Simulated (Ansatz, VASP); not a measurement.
## Two plane-wave programs on ScAl3

INCAR

```
ALGO = Fast
EDIFF = 1E-7
ENCUT = 520
GGA = PS
ISIF = 2
ISMEAR = 0
LASPH = T
LCHARG = F
LREAL = F
LWAVE = F
NBANDS = 18
NELM = 60
PREC = Accurate
SIGMA = 0.15
```

Contents of KPOINTS:

```
k-points
0
Gamma
  12 12 12
```

File POSCAR:

```
ScAl3
1.0
    3.9084466715      0.0000000000      0.0000000000
    0.0000000000      3.9084466715      0.0000000000
    0.0000000000      0.0000000000      4.3970025054
Sc Al
1 3
Direct
    0.0000000000      0.0000000000      0.0000000000
    0.5000000000      0.0000000000      0.5000000000
    0.0000000000      0.5000000000      0.5000000000
    0.5000000000      0.5000000000      0.0000000000
```

Input for Ansatz:

```yaml
crystal:
  lattice:
    - [3.9084466715, 0.0, 0.0]
    - [0.0, 3.9084466715, 0.0]
    - [0.0, 0.0, 4.3970025054]
  atoms:
    - { symbol: Sc, position: [0.0, 0.0, 0.0] }
    - { symbol: Al, position: [0.5, 0.0, 0.5] }
    - { symbol: Al, position: [0.0, 0.5, 0.5] }
    - { symbol: Al, position: [0.5, 0.5, 0.0] }
basis:
  ecutwfc: 420
kpoints:
  mp_grid: { grid: [12, 12, 12] }
hamiltonian:
  xc: pbesol
scf:
  occupations: { method: gaussian, width: 0.15 }
output:
  forces: true
  stress: true
  eigenvalues: true
  write_density: true
  write_potential: true
  elf: true
  volumetric_format: npy
```

Change from the starting cell: strain -0.040 along x and y, +0.080 along z, atoms carried along.

Alike in both runs: task single point; functional PBEsol; k mesh 12 × 12 × 12; occupations gaussian, width 0.15 eV; no spin polarisation.

|  | VASP | Ansatz |
| --- | --- | --- |
| version | VASP 6.6.1 | Ansatz 0.2.0 |
| potentials or method | VASP PAW PBE potentials, release 64 (Sc_sv, Al), cutoff 520 eV | scalar-relativistic, plane waves, PAW |
| valence electrons in the cell | 20 | 20 |

VASP gave:

* gap on the k mesh at the Fermi level (eV): none
* pressure (GPa): 1.8
* traceless stress, the component that is largest in VASP (GPa): -11.68

What did Ansatz give for the same quantities?

gap on the k mesh at the Fermi level (eV): none; pressure (GPa): 1.6; traceless stress, the component that is largest in VASP (GPa): -11.64.

VASP's potentials were made for PBE, not for PBEsol. A gap of «none» marks a metal or a gap that the smearing closes. The functional is the same, so the differences come from potentials, cutoffs and numerics.
